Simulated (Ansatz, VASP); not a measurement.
# One calculation of ZnS, two programs

```
Zn S
1.0
     0.00000    2.73756    2.73756
     2.73756    0.00000    2.73756
     2.73756    2.73756    0.00000
Zn S
1 1
Direct
  0.75000 0.75000 0.75000
  0.00000 0.00000 0.00000
```

Alike in both runs: task single point; functional B3LYP; k mesh 6 × 6 × 6; occupations fermi-dirac, width 0.01 eV; no spin polarisation.

|  | VASP | Ansatz |
| --- | --- | --- |
| version | VASP 6.6.1 | Ansatz 0.2.0 |
| potentials or method | VASP PAW PBE potentials, release 64 (Zn, S) | Ansatz PAW |
| plane-wave cutoff (eV) | 520 | 420 |
| valence electrons in the cell | 18 | 18 |

|  | VASP | Ansatz | Ansatz less VASP |
| --- | --- | --- | --- |
| gap on the k mesh at the Fermi level (eV) | 3.44 | 3.40 | -0.035 |
| least direct gap on the mesh (eV) | 3.44 | 3.40 | -0.035 |
| pressure (GPa) | 0.7 | 0.8 | +0.08 |

VASP's potentials were made for PBE, not for B3LYP. With one functional, cell and mesh, what is left measures potentials, basis and numerics.
